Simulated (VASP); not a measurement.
Write the native input for VASP 6.6.1 that does the following.

- Task: single point
- Functional: PBE
- Potentials or basis: VASP PAW PBE potentials, release 64 (Ta_pv, N)
- Cutoff: 520 eV
- k mesh: 20 × 20 × 20
- Occupations: gaussian, width 0.15 eV
- Spin: no spin polarisation
- Dipole correction: no
- Further INCAR settings: ALGO = Normal; EDIFF = 1e-07; NBANDS = 15

The structure of TaN lies in POSCAR:

```
TaN
1.0
    0.1396343561      2.3374468867      2.3374468867
    2.3374468867      0.1396343561      2.3374468867
    2.3374468867      2.3374468867      0.1396343561
Ta N
1 1
Direct
    0.5000000000      0.5000000000      0.5000000000
    0.0000000000      0.0000000000      0.0000000000
```

These files were run (other wordings do the same):

INCAR

```
PREC     = Accurate       # precision mode
ENCUT    = 520            # plane-wave cutoff, eV
EDIFF    = 1E-7           # SCF threshold, eV
ISMEAR   = 0              # smearing method
SIGMA    = 0.15           # smearing width, eV
LREAL    = False          # projectors in reciprocal space
LASPH    = True           # aspherical terms in the spheres
NELM     = 80             # most SCF steps
ALGO     = Normal         # electronic algorithm
ISIF     = 2              # what is computed and relaxed
LWAVE    = False          # write WAVECAR
LCHARG   = False          # write CHGCAR
GGA      = PE             # functional
NBANDS   = 15             # bands
```

KPOINTS

```
Automatic mesh
0
Gamma
  20 20 20
```

Potentials or basis: VASP PAW PBE potentials, release 64 (Ta_pv, N).

Launch:

```sh
$ cat potpaw_PBE.64/Ta_pv/POTCAR potpaw_PBE.64/N/POTCAR > POTCAR
$ mpirun -np 1 vasp_std > vasp.out
```

Results of the run:

The pressure is -20.2 GPa and the band gap on the k mesh is zero (bands 8 and 9 overlap by 2.75 eV).

Caveat: the cell stands under tension; spin-orbit coupling is left out, which moves the levels of the heavy elements.

Run time: 5.6 min on 1 thread of Intel Xeon 8259CL (shared host), peak memory 0.39 GiB.
